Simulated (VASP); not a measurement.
# Hf12H3CCl in VASP: relaxation of the atoms with PBE+D3(BJ)

Aim: the relaxation of the atoms of Hf12H3CCl with PBE+D3(BJ).

Program: VASP 6.6.1. These are calculated values, not measurements. Logs are shortened: lines on timing, memory, paths and dates and some standing lists are left out, and cuts for length are marked.

### Step 1. The cell of the first run

The cell holds a slab with vacuum, 17 atoms: a = 6.340 Å, b = 5.020 Å, c = 26.553 Å, α = 90.00°, β = 90.00°, γ = 90.00°.

### Step 2. Relaxation of the atoms, PBE+D3(BJ)

File INCAR:

```
  PREC = Accurate
  ENCUT = 520
  EDIFF = 1E-7
  ISMEAR = 0
  SIGMA = 0.1
  LREAL = False
  LASPH = True
  NELM = 120
  ALGO = Normal
  ISIF = 2
  LWAVE = False
  LCHARG = False
  LDIPOL = True
  IDIPOL = 3
  DIPOL = 0.5 0.5 0.511
  GGA = PE
  IVDW = 12
  IBRION = 2
  NSW = 100
  EDIFFG = -0.04
  GGA_COMPAT = False
  NELMIN = 4
  NELMDL = -8
  KPAR = 4
```

File KPOINTS:

```
Automatic mesh
0
Gamma
  3 4 1
```

File POSCAR:

```
Hf12H3CCl
1.0
    6.3396999941      0.0000000000      0.0000000000
    0.0000000000      5.0196956475      0.0000000000
    0.0000000000      0.0000000000     26.5531981218
Hf C Cl H
12 1 1 3
Selective dynamics
Direct
    0.5000000000      0.7500000000      0.3012819760  F F F
    0.0000000000      0.7500000000      0.3012819760  F F F
    0.7500000000      0.2500000000      0.3357432440  F F F
    0.2500000000      0.2500000000      0.3357432440  F F F
    0.7500000000      0.7500000000      0.4046657798  F F F
    0.2500000000      0.7500000000      0.4046657798  F F F
    0.0000000000      0.2500000000      0.4403290139  T T T
    0.5000000000      0.2500000000      0.4403290139  T T T
    0.0000000000      0.7500000000      0.5064326813  T T T
    0.5000000000      0.7500000000      0.5064326813  T T T
    0.2500000000      0.2500000000      0.5392430360  T T T
    0.7500000000      0.2500000000      0.5392430360  T T T
    0.2500000000      0.2500000000      0.7297285654  T T T
    0.2500000000      0.2500000000      0.6627686462  T T T
    0.0973235901      0.1710359684      0.7436553247  T T T
    0.3804854870      0.1224944705      0.7436553247  T T T
    0.2721909229      0.4564695611      0.7436553247  T T T
```

Potentials or basis: VASP PAW PBE potentials, release 64 (Hf_pv, C, Cl, H).

Command:

```
cat potpaw_PBE.64/Hf_pv/POTCAR potpaw_PBE.64/C/POTCAR potpaw_PBE.64/Cl/POTCAR potpaw_PBE.64/H/POTCAR > POTCAR
mpirun -np 4 vasp_std > vasp.out
```

OUTCAR:

```text
PREC = Accurate
   ENCUT = 520
   EDIFF = 1E-7
   ISMEAR = 0
   LREAL = False
   LASPH = True
   NELM = 120
   ISIF = 2
   GGA = PE
   IVDW = 12
   IBRION = 2
   NSW = 100
   EDIFFG = -0.04
   NELMIN = 4
   NELMDL = -8
 IVDW          = 12

 ion  position               nearest neighbor table
   1  0.500  0.750  0.301-   3 3.11   4 3.11   3 3.11   4 3.11   2 3.17   2 3.17   6 3.17   5 3.17

   2  0.000  0.750  0.301-   3 3.11   4 3.11   3 3.11   4 3.11   1 3.17   1 3.17   6 3.17   5 3.17

   3  0.750  0.250  0.336-   5 3.11   5 3.11   1 3.11   1 3.11   2 3.11   2 3.11   4 3.17   4 3.17
                             7 3.20   8 3.20
   4  0.250  0.250  0.336-   6 3.11   6 3.11   1 3.11   1 3.11   2 3.11   2 3.11   3 3.17   3 3.17
                             7 3.20   8 3.20
   5  0.750  0.750  0.405-   3 3.11   3 3.11   8 3.12   7 3.12   7 3.12   8 3.12  10 3.13   9 3.13
                             6 3.17   6 3.17   1 3.17   2 3.17
   6  0.250  0.750  0.405-   4 3.11   4 3.11   8 3.12   7 3.12   7 3.12   8 3.12  10 3.13   9 3.13
                             5 3.17   5 3.17   1 3.17   2 3.17
   7  0.000  0.250  0.440-   9 3.06   9 3.06  12 3.07  11 3.07   5 3.12   5 3.12   6 3.12   6 3.12
                             8 3.17   8 3.17   3 3.20   4 3.20
   8  0.500  0.250  0.440-  10 3.06  10 3.06  12 3.07  11 3.07   5 3.12   5 3.12   6 3.12   6 3.12
                             7 3.17   7 3.17   3 3.20   4 3.20
   9  0.000  0.750  0.506-   7 3.06   7 3.06  12 3.09  11 3.09  11 3.09  12 3.09   5 3.13   6 3.13
                            10 3.17  10 3.17
  10  0.500  0.750  0.506-   8 3.06   8 3.06  12 3.09  11 3.09  11 3.09  12 3.09   5 3.13   6 3.13
                             9 3.17   9 3.17
  11  0.250  0.250  0.539-   7 3.07   8 3.07   9 3.09  10 3.09   9 3.09  10 3.09  12 3.17  12 3.17

  12  0.750  0.250  0.539-   7 3.07   8 3.07   9 3.09  10 3.09   9 3.09  10 3.09  11 3.17  11 3.17

  13  0.250  0.250  0.730-  17 1.11  16 1.11  15 1.11  14 1.78
  14  0.250  0.250  0.663-  13 1.78
  15  0.097  0.171  0.744-  13 1.11
  16  0.380  0.122  0.744-  13 1.11
  17  0.272  0.456  0.744-  13 1.11

  LATTYP: Found a simple orthorhombic cell.
 ALAT       =     5.0196956475
 B/A-ratio  =     1.2629650161
 C/A-ratio  =     5.2898024076

  Lattice vectors:

 A1 = (   0.0000000000,  -5.0196956475,   0.0000000000)
 A2 = (   6.3396999941,   0.0000000000,   0.0000000000)
 A3 = (   0.0000000000,   0.0000000000,  26.5531981218)

Analysis of symmetry for initial positions (statically):
=====================================================================
 Subroutine PRICEL returns:
 Original cell was already a primitive cell.

 Routine SETGRP: Setting up the symmetry group for a
 simple orthorhombic supercell.

 Subroutine GETGRP returns: Found  1 space group operations
 (whereof  1 operations were pure point group operations)
 out of a pool of  8 trial point group operations.

The static configuration has the point symmetry C_1 .

Analysis of symmetry for dynamics (positions and initial velocities):
=====================================================================
 Subroutine PRICEL returns:
 Original cell was already a primitive cell.

 Routine SETGRP: Setting up the symmetry group for a
 simple orthorhombic supercell.

 Subroutine GETGRP returns: Found  1 space group operations
 (whereof  1 operations were pure point group operations)
 out of a pool of  8 trial point group operations.

The dynamic configuration has the point symmetry C_1 .

Analysis of constrained symmetry for selective dynamics:
=====================================================================
 Subroutine PRICEL returns:
 Original cell was already a primitive cell.

 Routine SETGRP: Setting up the symmetry group for a
 simple orthorhombic supercell.

 Subroutine GETGRP returns: Found  1 space group operations
 (whereof  1 operations were pure point group operations)
 out of a pool of  8 trial point group operations.

The constrained configuration has the point symmetry C_1 .

 Subroutine INISYM returns: Found  1 space group operations
 (whereof  1 operations are pure point group operations),
 and found     1 'primitive' translations

----------------------------------------------------------------------------------------

[... 32 lines left out ...]
   primitive index   ion index
                 1           1
                 2           2
                 3           3
                 4           4
                 5           5
                 6           6
[... 9 lines left out ...]
                16          16
                17          17

----------------------------------------------------------------------------------------

 KPOINTS: Automatic mesh

Automatic generation of k-mesh.
 Grid dimensions read from file:
 generate k-points for:    3    4    1

 Generating k-lattice:

  Cartesian coordinates                     Fractional coordinates (reciprocal lattice)
     0.052578724  0.000000000  0.000000000     0.333333333  0.000000000  0.000000000
     0.000000000  0.049803816  0.000000000     0.000000000  0.250000000  0.000000000
     0.000000000  0.000000000  0.037660247     0.000000000  0.000000000  1.000000000

  Length of vectors
     0.052578724  0.049803816  0.037660247

  Shift w.r.t. Gamma in fractional coordinates (k-lattice)
     0.000000000  0.000000000  0.000000000

 Subroutine IBZKPT returns following result:
 ===========================================

 Found      7 irreducible k-points:

 Following reciprocal coordinates:
            Coordinates               Weight
  0.000000  0.000000  0.000000      1.000000
  0.333333  0.000000  0.000000      2.000000
  0.000000  0.250000  0.000000      2.000000
  0.333333  0.250000  0.000000      2.000000
 -0.333333  0.250000  0.000000      2.000000
  0.000000  0.500000  0.000000      1.000000
  0.333333  0.500000  0.000000      2.000000
   k-points           NKPTS =      7   k-points in BZ     NKDIM =      7   number of bands    NBANDS=     80
   number of dos      NEDOS =    301   number of ions     NIONS =     17
   total plane-waves  NPLWV = 384000
   dimension x,y,z NGX =    48 NGY =   40 NGZ =  200
   dimension x,y,z NGXF=    96 NGYF=   80 NGZF=  400
   ions per type =              12   1   1   3
   NGX,Y,Z   is equivalent  to a cutoff of  12.59, 13.25, 12.52 a.u.
   NGXF,Y,Z  is equivalent  to a cutoff of  25.17, 26.49, 25.04 a.u.
 SYSTEM =  unknown system
   PREC   = accura    normal or accurate (medium, high low for compatibility)
   ISTART =      0    job   : 0-new  1-cont  2-samecut
   ICHARG =      2    charge: 1-file 2-atom 10-const
   ISPIN  =      1    spin polarized calculation?
   LNONCOLLINEAR =      F non collinear calculations
   LSORBIT =      F    spin-orbit coupling
   LASPH  =      T    aspherical Exc in radial PAW
   ENCUT  =  520.0 eV  38.22 Ry    6.18 a.u.  11.79  9.33 49.37*2*pi/ulx,y,z
   NELM   =    120;   NELMIN=  4; NELMDL= -8     # of ELM steps
   EDIFF  = 0.1E-06   stopping-criterion for ELM
   LREAL  =      F    real-space projection
   EDIFFG = -.4E-01   stopping-criterion for IOM
   NSW    =    100    number of steps for IOM
   IBRION =      2    ionic relax: 0-MD 1-quasi-New 2-CG
   NFREE  =      1    steps in history (QN), initial steepest desc. (CG)
   ISIF   =      2    stress and relaxation
   ISYM   =      2    0-nonsym 1-usesym 2-fastsym
   POTIM  = 0.5000    time-step for ionic-motion
   TEBEG  =    0.0;   TEEND  =   0.0 temperature during run
   PSTRESS=    0.0 pullay stress
   NELECT =     134.0000    total number of electrons
   NUPDOWN=      -1.0000    fix difference up-down
   EMIN   =  10.00;   EMAX   =-10.00  energy-range for DOS
   EFERMI =   0.00;   METHOD = LEGACY
   ISMEAR =     0;   SIGMA  =   0.10  broadening in eV -4-tet -1-fermi 0-gaus
   EFERMI_NEDOS =   21; number of points for ismear=-14 and -15
   IALGO  =     38    algorithm
   IMIX   =      4    mixing-type and parameters
     AMIX     =   0.40;   BMIX     =  1.00
     AMIX_MAG =   1.60;   BMIX_MAG =  1.00
  volume/ion in A,a.u.               =      49.71       335.44
  Fermi-wavevector in a.u.,A,eV,Ry     =   0.886112  1.674510 10.683228  0.785195
  Thomas-Fermi vector in A             =   2.007235
   LORBIT       =      0    0 simple, 1 ext, 2 COOP (PROOUT), +10 PAW based schemes
   GGA     = PE    functional components
   LHFCALC =     F    Hartree Fock is set to
   AEXX    =    0.0000 exact exchange contribution
   IVDW    =    12    specifies the selected vdW correction
   LEPSILON=     F    determine dielectric tensor
   LRPA    =     F    only Hartree local field effects (RPA)
 conjugate gradient relaxation of ions
 non-spin polarized calculation
 Gauss-broadening in eV      SIGMA  =   0.10
  energy-cutoff  :      520.00
  volume of cell :      845.01
 maximum number of plane-waves:     22812
   NGX = 23   NGY = 19   NGZ = 99

 dipolmoment           0.000000      0.000000      1.472374 electrons x Angstroem

--------------------------------------- Ionic step        1  -------------------------------------------

 number of electron     133.9999976 magnetization

 Free energy of the ion-electron system (eV)
  ---------------------------------------------------
  ext. energy  EPLUGINS =         0.00000000
  ---------------------------------------------------
  free energy    TOTEN  =      -134.14427002 eV

  energy without entropy =     -134.05595964  energy(sigma->0) =     -134.10011483

------------------------ aborting loop because EDIFF is reached ----------------------------------------

 Edisp (eV)   -3.97343

 E8    (eV) :    -2.1591
[... 156 lines left out ...]
--------------------------------------- Ionic step        4  -------------------------------------------

 number of electron     133.9999977 magnetization

 dipolmoment           0.000000      0.000000     -0.317607 electrons x Angstroem

 Free energy of the ion-electron system (eV)
  ---------------------------------------------------
  ext. energy  EPLUGINS =         0.00000000
  ---------------------------------------------------
  free energy    TOTEN  =      -134.16081646 eV

  energy without entropy =     -134.07269806  energy(sigma->0) =     -134.11675726

 E-fermi :  -0.0116     XC(G=0):  -5.0033

 val. band max:       -0.0190074740   @ k =   0.3333   0.5000   0.0000
 cond. band min:       0.0065863278   @ k =  -0.3333   0.2500   0.0000
 fundamental gap:      0.0255938019
 Fermi energy:        -0.0116177182

 k-point     1 :       0.0000    0.0000    0.0000
  band No.  band energies     occupation
      1     -31.2321      2.00000
      2     -31.1997      2.00000
      3     -31.1929      2.00000
      4     -31.1815      2.00000
      5     -31.1521      2.00000
      6     -31.1461      2.00000
[... 563 lines left out ...]
     78       0.7645      0.00000
     79       0.7959      0.00000
 [bands above 79 left out]

------------------------ aborting loop because EDIFF is reached ----------------------------------------

 vacuum level on the upper side and lower side of the slab       (xc-potential included)        -0.966         0.780

 Edisp (eV)   -3.97405

 E8    (eV) :    -2.1595

  FORCE on cell =-STRESS in cart. coord.  units (eV):
  Direction    XX          YY          ZZ          XY          YZ          ZX
  --------------------------------------------------------------------------------------
  -------------------------------------------------------------------------------------
  Total     -10.69975    -6.51579    -3.61645    -0.00202     0.00390     0.00323
  in kB     -20.28716   -12.35420    -6.85693    -0.00383     0.00739     0.00612
  external pressure =      -13.17 kB  Pullay stress =        0.00 kB
[... 32 lines left out ...]
  FREE ENERGIE OF THE ION-ELECTRON SYSTEM (eV)
  ---------------------------------------------------
  free  energy   TOTEN  =      -138.1348663391 eV

  energy  without entropy=     -138.0467479335  energy(sigma->0) =     -138.09080714

 reached required accuracy - stopping structural energy minimisation

 vacuum level on the upper side and lower side of the slab         1.882         3.663
```

It took 36 min on 4 MPI ranks of Intel Xeon Platinum 8488C (Sapphire Rapids), shared host; peak memory 1.1 GiB.

Results:

- Free energy: -138.1349 eV
- Energy gained by relaxing: 1.0 meV/atom
- Ionic steps: 4
- Band gap on the k mesh: zero (bands 67 and 68 overlap by 0.22 eV)
- Dispersion energy per atom: -0.234 eV

Step by step:
| step | energy change (eV) | largest force on free atoms (eV/Å) | pressure (GPa) |
| --- | --- | --- | --- |
| 1 | 0.0000 | 0.9338 | -1.37 |
| 2 | 0.0064 | 0.9423 | -1.23 |
| 3 | -0.0168 | 0.0506 | -1.31 |
| 4 | -0.0172 | 0.0322 | -1.32 |

Final structure:
```
Hf C Cl H
1.0
     6.33970    0.00000    0.00000
     0.00000    5.01970    0.00000
     0.00000    0.00000   26.55320
Hf C Cl H
12 1 1 3
Direct
  0.50000 0.75000 0.30128
  0.00000 0.75000 0.30128
  0.75000 0.25000 0.33574
  0.25000 0.25000 0.33574
  0.75000 0.75000 0.40467
  0.25000 0.75000 0.40467
  0.99995 0.25000 0.44040
  0.50005 0.25000 0.44040
  0.00002 0.75001 0.50638
  0.49998 0.75001 0.50638
  0.25000 0.24999 0.53920
  0.75000 0.25000 0.53912
  0.25001 0.25001 0.73057
  0.25000 0.24996 0.66250
  0.09826 0.17153 0.74344
  0.37968 0.12329 0.74344
  0.27204 0.45520 0.74345
```

Levels at points of the mesh, in eV from the Fermi level:
| k point | band 65 | band 66 | band 67 | band 68 | band 69 | band 70 |
| --- | --- | --- | --- | --- | --- | --- |
| (0.00, 0.00, 0.00) | -0.47 | -0.03 | 0.18 | 0.23 | 0.28 | 0.50 |
| (0.00, 0.50, 0.00) | -0.47 | -0.03 | 0.04 | 0.31 | 0.34 | 0.43 |

Caveat: spin-orbit coupling is left out, which moves the levels of the heavy elements.
